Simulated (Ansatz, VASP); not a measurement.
Given: the input of a run of Ansatz 0.2.0 on AlN.

The input input.yaml:

```yaml
crystal:
  lattice:
    - [3.0494515564, 0.0, 0.0]
    - [-1.5247257782, 2.6409025155, 0.0]
    - [0.0, 0.0, 4.8793184075]
  atoms:
    - { symbol: Al, position: [0.6666666667, 0.3333333333, 0.5] }
    - { symbol: Al, position: [0.3333333333, 0.6666666667, 0.0] }
    - { symbol: "N", position: [0.6666666667, 0.3333333333, 0.88] }
    - { symbol: "N", position: [0.3333333333, 0.6666666667, 0.38] }
hamiltonian:
  xc: lda
  pseudopotentials: { kind: paw }
kpoints:
  mp_grid: { grid: [10, 10, 6] }
scf:
  occupations: { method: fermi_dirac, width: 0.05 }
output:
  forces: true
  stress: true
  eigenvalues: true
```

Potentials or basis: Ansatz PAW.

Run with:

```console
$ ansatz run input.yaml --threads 2 --pin off --max-ram 5120MiB --backend cpu --events-out ev --progress --plain --runs-dir out
```

Q: Translate it to VASP 6.6.1. Potentials there: VASP PAW LDA potentials, release 64 (Al, N).

A: As run (the cutoff follows the program's own potentials):

File INCAR:

```
ALGO = Normal
EDIFF = 1E-7
ENCUT = 520
GGA = CA
ISIF = 2
ISMEAR = -1
LASPH = True
LCHARG = False
LREAL = False
LWAVE = False
NBANDS = 16
NELM = 100
PREC = Accurate
SIGMA = 0.05
```

Contents of KPOINTS:

```
k-points
0
Gamma
  10 10 6
```

Contents of POSCAR:

```
AlN
1.0
    3.0494515564      0.0000000000      0.0000000000
   -1.5247257782      2.6409025155      0.0000000000
    0.0000000000      0.0000000000      4.8793184075
Al N
2 2
Direct
    0.6666666667      0.3333333333      0.5000000000
    0.3333333333      0.6666666667      0.0000000000
    0.6666666667      0.3333333333      0.8800000000
    0.3333333333      0.6666666667      0.3800000000
```

Potentials or basis: VASP PAW LDA potentials, release 64 (Al, N).

Launch:

```console
$ cat potpaw_LDA.64/Al/POTCAR potpaw_LDA.64/N/POTCAR > POTCAR
$ mpirun -np 1 vasp_std > vasp.out
```

Both were run:

|  | VASP | Ansatz | Ansatz less VASP |
| --- | --- | --- | --- |
| gap on the k mesh at the Fermi level (eV) | 4.80 | 4.79 | -0.008 |
| least direct gap on the mesh (eV) | 4.80 | 4.79 | -0.008 |
| pressure (GPa) | 9.6 | 8.8 | -0.80 |
| traceless stress, the component that is largest in VASP (GPa) | 0.88 | 0.85 | -0.025 |
| rms of the force components (eV/Å) | 0.098 | 0.096 | -0.0021 |

LDA's correlation is that of Perdew and Zunger in VASP and of Perdew and Wang (1992) in Ansatz. Atom by atom the forces differ by 0.002 eV/Å (rms over components).
